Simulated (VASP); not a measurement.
# Ta9CN9 in VASP: single point with PBE

Aim: the single point of Ta9CN9 with PBE.

All numbers are computed with VASP 6.6.1; they aren't measurements. Logs are shortened: lines on timing, memory, paths and dates and some standing lists are left out, and cuts for length are marked.

## 1. The cell of the first run

The cell holds a slab with vacuum, 19 atoms: a = 5.956 Å, b = 5.956 Å, c = 17.846 Å, α = 90.00°, β = 90.00°, γ = 98.14°.

## 2. Single point, PBE, collinear spin, zero start

The input, INCAR:

```
SYSTEM = Ta9CN9
PREC = Accurate
ENCUT = 520
EDIFF = 1E-7
ISMEAR = -1
SIGMA = 0.05
LREAL = Auto
LASPH = .True.
NELM = 150
ALGO = Normal
ISIF = 2
LWAVE = .False.
LCHARG = .False.
ISPIN = 2
MAGMOM = 0 0 0 0 0 0 0 0 0 0 0 0 0 0 0 0 0 0 0
LORBIT = 11
LMAXMIX = 4
GGA = PE
NBANDS = 93
```

The input, KPOINTS:

```
regular mesh
0
Gamma
  2 2 1
  0 0 0
```

The input, POSCAR:

```
Ta9CN9
1.0
    5.9558660000      0.0000000000      0.0000000000
   -0.8437540000      5.8957960000      0.0000000000
    0.0000000000      0.0000000000     17.8457810000
Ta N C
9 9 1
Direct
    0.2350855450      0.5882496613      0.1151812857
    0.5792369886      0.2390008067      0.1199050913
    0.0000000000      0.0000000000      0.0560356535
    0.9599677403      0.3028598683      0.2317578592
    0.2949449671      0.9510505452      0.2290009050
    0.7617665855      0.7401205876      0.1540420114
    0.6984571427      0.9845489905      0.3231576136
    1.0049274316      0.6670346125      0.3284305685
    0.4859677941      0.4782899544      0.2904327919
    0.2776635694      0.9434349492      0.0959218316
    0.5475043784      0.5475087673      0.0793128639
    0.9162427062      0.3082874645      0.0951765574
    0.0251169536      0.6537370018      0.2126553049
    0.3103644235      0.3455852272      0.2075224391
    0.6734980722      0.0333797167      0.2045189280
    0.7771012735      0.3699076427      0.3291870499
    1.0390567768      1.0093972044      0.3090926645
    0.4375112940      0.7546733299      0.3686025285
    0.2818027668      0.6064321086      0.3941659936
```

Potentials or basis: VASP PAW PBE potentials, release 64 (Ta_pv, N, C).

Run with:

```console
$ cat potpaw_PBE.64/Ta_pv/POTCAR potpaw_PBE.64/N/POTCAR potpaw_PBE.64/C/POTCAR > POTCAR
$ mpirun -np 1 vasp_std > vasp.out
```

OUTCAR:

```text
SYSTEM = Ta9CN9
   PREC = Accurate
   ENCUT = 520
   EDIFF = 1E-7
   ISMEAR = -1
   LREAL = Auto
   LASPH = .True.
   NELM = 150
   ISIF = 2
   ISPIN = 2
   LORBIT = 11
   GGA = PE

 ion  position               nearest neighbor table
   1  0.235  0.588  0.115-  11 2.01  10 2.12  13 2.21  14 2.28  12 2.37   5 2.95   4 3.02   2 3.12
                             6 3.16   3 3.17   6 3.21   9 3.57
   2  0.579  0.239  0.120-  11 2.01  12 2.04  15 2.07  10 2.37  14 2.39   5 2.96   4 3.00   6 3.09
                             1 3.12   3 3.26   6 3.36   9 3.44
   3  0.000  0.000  0.056-  10 1.87  12 2.09   6 2.62   1 3.17   2 3.26   5 3.58
   4  0.960  0.303  0.232-  13 2.10  14 2.11  16 2.12  15 2.22  17 2.33  12 2.45   8 2.75   7 2.80
                             2 3.00   1 3.02   5 3.09   6 3.31   9 3.32   9 3.33
   5  0.295  0.951  0.229-  17 2.15  13 2.24  15 2.28  14 2.37  10 2.38   8 2.86   7 2.92   1 2.95
                             2 2.96   4 3.09   9 3.37   9 3.37   6 3.48   6 3.51   3 3.58
   6  0.762  0.740  0.154-  13 2.01  11 2.08  15 2.10   3 2.62   2 3.09   1 3.16   9 3.21   1 3.21
                             4 3.31   2 3.36   7 3.39   5 3.48   8 3.49   5 3.51
   7  0.698  0.985  0.323-  17 2.03  18 2.08  15 2.15  16 2.28   4 2.80   8 2.81   5 2.92   9 3.15
                             6 3.39   9 3.41
   8  0.005  0.667  0.328-  17 2.05  13 2.07  16 2.07  19 2.10  18 2.65   4 2.75   7 2.81   5 2.86
                             9 3.21   9 3.29   6 3.49
   9  0.486  0.478  0.290-  14 1.92  16 2.05  18 2.21  19 2.40   7 3.15   8 3.21   6 3.21   8 3.29
                             4 3.32   4 3.33   5 3.37   5 3.37   7 3.41   2 3.44   1 3.57
  10  0.278  0.943  0.096-   3 1.87   1 2.12   2 2.37   5 2.38
  11  0.548  0.548  0.079-   2 2.01   1 2.01   6 2.08
  12  0.916  0.308  0.095-   2 2.04   3 2.09   1 2.37   4 2.45
  13  0.025  0.654  0.213-   6 2.01   8 2.07   4 2.10   1 2.21   5 2.24
  14  0.310  0.346  0.208-   9 1.92   4 2.11   1 2.28   5 2.37   2 2.39
  15  0.673  0.033  0.205-   2 2.07   6 2.10   7 2.15   4 2.22   5 2.28
  16  0.777  0.370  0.329-   9 2.05   8 2.07   4 2.12   7 2.28
  17  0.039  0.009  0.309-   7 2.03   8 2.05   5 2.15   4 2.33
  18  0.438  0.755  0.369-  19 1.27   7 2.08   9 2.21   8 2.65
  19  0.282  0.606  0.394-  18 1.27   8 2.10   9 2.40

  LATTYP: Found a base centered orthorhombic cell.
 ALAT       =     7.8034671508
 B/A-ratio  =     1.1532996197
 C/A-ratio  =     2.2869040972

  Lattice vectors:

 A1 = (   5.9558660000,   0.0000000000,   0.0000000000)
 A2 = (  -0.8437540000,   5.8957960000,   0.0000000000)
 A3 = (   0.0000000000,   0.0000000000,  17.8457810000)

Analysis of symmetry for initial positions (statically):
=====================================================================
 Subroutine PRICEL returns:
 Original cell was already a primitive cell.

 Routine SETGRP: Setting up the symmetry group for a
 base centered orthorhombic supercell.

 Subroutine GETGRP returns: Found  1 space group operations
 (whereof  1 operations were pure point group operations)
 out of a pool of  8 trial point group operations.

The static configuration has the point symmetry C_1 .

Analysis of symmetry for dynamics (positions and initial velocities):
=====================================================================
 Subroutine PRICEL returns:
 Original cell was already a primitive cell.

 Routine SETGRP: Setting up the symmetry group for a
 base centered orthorhombic supercell.

 Subroutine GETGRP returns: Found  1 space group operations
 (whereof  1 operations were pure point group operations)
 out of a pool of  8 trial point group operations.

The dynamic configuration has the point symmetry C_1 .

Analysis of structural, dynamic, and magnetic symmetry:
=====================================================================
 Subroutine PRICEL returns:
 Original cell was already a primitive cell.

 Routine SETGRP: Setting up the symmetry group for a
 base centered orthorhombic supercell.

 Subroutine GETGRP returns: Found  1 space group operations
 (whereof  1 operations were pure point group operations)
 out of a pool of  8 trial point group operations.

The overall configuration has the point symmetry C_1 .

 Subroutine INISYM returns: Found  1 space group operations
 (whereof  1 operations are pure point group operations),
 and found     1 'primitive' translations

----------------------------------------------------------------------------------------

[... 96 lines left out ...]
   PREC   = accura    normal or accurate (medium, high low for compatibility)
   ISTART =      0    job   : 0-new  1-cont  2-samecut
   ICHARG =      2    charge: 1-file 2-atom 10-const
   ISPIN  =      2    spin polarized calculation?
   LNONCOLLINEAR =      F non collinear calculations
   LSORBIT =      F    spin-orbit coupling
   LASPH  =      T    aspherical Exc in radial PAW
   ENCUT  =  520.0 eV  38.22 Ry    6.18 a.u.  11.07 11.07 33.18*2*pi/ulx,y,z
   NELM   =    150;   NELMIN=  2; NELMDL= -5     # of ELM steps
   EDIFF  = 0.1E-06   stopping-criterion for ELM
   LREAL  =      T    real-space projection
   EDIFFG = 0.1E-05   stopping-criterion for IOM
   NSW    =      0    number of steps for IOM
   IBRION =     -1    ionic relax: 0-MD 1-quasi-New 2-CG
   NFREE  =      0    steps in history (QN), initial steepest desc. (CG)
   ISIF   =      2    stress and relaxation
   ISYM   =      2    0-nonsym 1-usesym 2-fastsym
   POTIM  = 0.5000    time-step for ionic-motion
   TEBEG  =    0.0;   TEEND  =   0.0 temperature during run
   PSTRESS=    0.0 pullay stress
   NELECT =     148.0000    total number of electrons
   NUPDOWN=      -1.0000    fix difference up-down
   EMIN   =  10.00;   EMAX   =-10.00  energy-range for DOS
   EFERMI =   0.00;   METHOD = LEGACY
   ISMEAR =    -1;   SIGMA  =   0.05  broadening in eV -4-tet -1-fermi 0-gaus
   EFERMI_NEDOS =   21; number of points for ismear=-14 and -15
   IALGO  =     38    algorithm
   IMIX   =      4    mixing-type and parameters
     AMIX     =   0.40;   BMIX     =  1.00
     AMIX_MAG =   1.60;   BMIX_MAG =  1.00
  volume/ion in A,a.u.               =      32.98       222.57
  Fermi-wavevector in a.u.,A,eV,Ry     =   1.011939  1.912288 13.932651  1.024021
  Thomas-Fermi vector in A             =   2.145019
   LORBIT       =     11    0 simple, 1 ext, 2 COOP (PROOUT), +10 PAW based schemes
   GGA     = PE    functional components
   LHFCALC =     F    Hartree Fock is set to
   AEXX    =    0.0000 exact exchange contribution
   IVDW    =     0    specifies the selected vdW correction
   LEPSILON=     F    determine dielectric tensor
   LRPA    =     F    only Hartree local field effects (RPA)
 spin polarized calculation
  energy-cutoff  :      520.00
  volume of cell :      626.65
 maximum number of plane-waves:     16934
 NGX is ok and might be reduce to    48
   NGX = 23   NGY = 23   NGZ = 67

 number of electron     148.0000007 magnetization       0.0000189

 number of electron     148.0000006 magnetization      -0.0007943

 Free energy of the ion-electron system (eV)
  ---------------------------------------------------
  ext. energy  EPLUGINS =         0.00000000
  ---------------------------------------------------
  free energy    TOTEN  =      -195.77229973 eV

  energy without entropy =     -195.71473773  energy(sigma->0) =     -195.74351873

 E-fermi :   0.0065     XC(G=0):  -5.5956

 val. band max:       -0.0100438422   @ k =   0.0000   0.0000   0.0000
 cond. band min:       0.2420373770   @ k =   0.0000   0.5000   0.0000
 fundamental gap:      0.2520812193
 Fermi energy:         0.0065434770

 spin component 1

 k-point     1 :       0.0000    0.0000    0.0000
  band No.  band energies     occupation
      1     -35.6782      1.00000
      2     -35.6002      1.00000
      3     -35.5572      1.00000
      4     -35.4855      1.00000
      5     -35.4552      1.00000
      6     -35.4491      1.00000
[... 345 lines left out ...]
     85       2.1278      0.00000
     86       2.3873      0.00000
 Fermi energy:         0.0065434770

 spin component 2

 k-point     1 :       0.0000    0.0000    0.0000
  band No.  band energies     occupation
      1     -35.6783      1.00000
      2     -35.6003      1.00000
      3     -35.5572      1.00000
      4     -35.4855      1.00000
      5     -35.4552      1.00000
      6     -35.4491      1.00000
[... 345 lines left out ...]
     85       2.1278      0.00000
     86       2.3873      0.00000
 [bands above 86 left out]

------------------------ aborting loop because EDIFF is reached ----------------------------------------

  FORCE on cell =-STRESS in cart. coord.  units (eV):
  Direction    XX          YY          ZZ          XY          YZ          ZX
  --------------------------------------------------------------------------------------
  -------------------------------------------------------------------------------------
  Total       -2.5358115     -9.4311291     -6.3166730      0.4692715     -2.9541704     -2.4695053
  in kB       -6.4834270    -24.1130056    -16.1501310      1.1998081     -7.5530647     -6.3138990
  external PRESSURE =     -15.5821879 kB  Pullay stress =       0.0000000 kB

 VOLUME and BASIS-vectors are now :
 -----------------------------------------------------------------------------
  energy-cutoff  :      520.00
  volume of cell :      626.65
      direct lattice vectors                 reciprocal lattice vectors
     5.955866000  0.000000000  0.000000000     0.167901696  0.024028601  0.000000000
    -0.843754000  5.895796000  0.000000000     0.000000000  0.169612381  0.000000000
     0.000000000  0.000000000 17.845781000     0.000000000  0.000000000  0.056035653

 POSITION                                       TOTAL-FORCE (eV/Angst)
 -----------------------------------------------------------------------------------
      0.90380      3.46820      2.05550        -0.448021     -0.940030      1.005057
      3.24820      1.40910      2.13980        -0.557073      0.138244     -0.065238
      0.00000      0.00000      1.00000        -0.714043      1.930821      0.010345
      5.46190      1.78560      4.13590         0.049552     -2.226846     -2.419965
      0.95420      5.60720      4.08670        -0.507962      0.531827     -1.340374
      3.91250      4.36360      2.74900        -1.868524      0.224897      1.071062
[... 11 lines left out ...]
      1.96900      4.44940      6.57800         0.694738      1.079336      0.103855
      1.16670      3.57540      7.03420         0.083758     -0.742522      0.215227
 -----------------------------------------------------------------------------------
    total drift:                               -0.004382     -0.001070     -0.005768

  FREE ENERGIE OF THE ION-ELECTRON SYSTEM (eV)
  ---------------------------------------------------
  free  energy   TOTEN  =      -195.7722997342 eV

  energy  without entropy=     -195.7147377282  energy(sigma->0) =     -195.74351873

 total charge

# of ion       s       p       d       tot
------------------------------------------
    1        0.300   6.202   2.288   8.790
    2        0.310   6.224   2.340   8.874
    3        0.410   6.112   2.462   8.984
    4        0.303   6.243   2.366   8.912
    5        0.284   6.180   2.334   8.798
    6        0.345   6.211   2.403   8.960
[... 11 lines left out ...]
   18        1.282   2.544   0.000   3.826
   19        0.923   1.566   0.000   2.489
--------------------------------------------------
tot         15.175  79.777  21.414 116.366

 magnetization (x)

# of ion       s       p       d       tot
------------------------------------------
    1       -0.000  -0.000  -0.000  -0.000
    2       -0.000   0.000  -0.000  -0.000
    3       -0.000  -0.000  -0.000  -0.000
    4        0.000   0.000   0.000   0.000
    5       -0.000   0.000  -0.000  -0.000
    6        0.000   0.000   0.000   0.000
[... 11 lines left out ...]
   18        0.000  -0.000   0.000   0.000
   19       -0.000  -0.000   0.000  -0.000
--------------------------------------------------
tot         -0.000   0.000  -0.000  -0.000
```

Wall time 22 min (1 thread of AMD EPYC 7R13 (Zen 3), shared host); peak memory 1.1 GiB.

Results:

| Item | Value |
| --- | --- |
| Free energy | -195.7723 eV |
| Largest force | 3.739 eV/Å |
| Band gap on the k mesh | 0.03 eV (least direct gap 0.25 eV) |
| Net moment | 0.00 μB per cell |
| Valence electrons inside the program's atomic spheres | Ta 8.79, 8.87, 8.98, 8.91, 8.80, 8.96, 8.90, 9.06, 8.88; N 3.72, 3.73, 3.66, 3.80, 3.77, 3.76, 3.83 (each value once); C 2.49 |

Forces in eV/Å, atoms in the order of the input:
```
Ta  -0.448 -0.940  1.005
Ta  -0.557  0.138 -0.065
Ta  -0.714  1.931  0.010
Ta   0.050 -2.227 -2.420
Ta  -0.508  0.532 -1.340
Ta  -1.869  0.225  1.071
Ta  -1.581  0.241 -0.155
Ta   0.094 -0.029  0.731
Ta   1.094  1.781  1.927
N    2.054  0.503  1.569
N   -0.464  0.478 -0.006
N    2.066 -0.616  0.602
N    1.452  0.443 -0.698
N   -0.319 -2.268 -2.955
N   -0.478 -0.206  1.769
N   -0.712 -1.111 -0.383
N    0.061  0.789 -0.980
N    0.695  1.079  0.104
C    0.084 -0.743  0.215
```

Caveat: the k points lie up to 0.53 Å⁻¹ apart; the smearing spreads over this small gap; there is no dipole correction, which matters where the two faces differ; spin-orbit coupling is left out, which moves the levels of the heavy elements.

The gap in the log of VASP goes by the Fermi energy; the results here count the filled bands.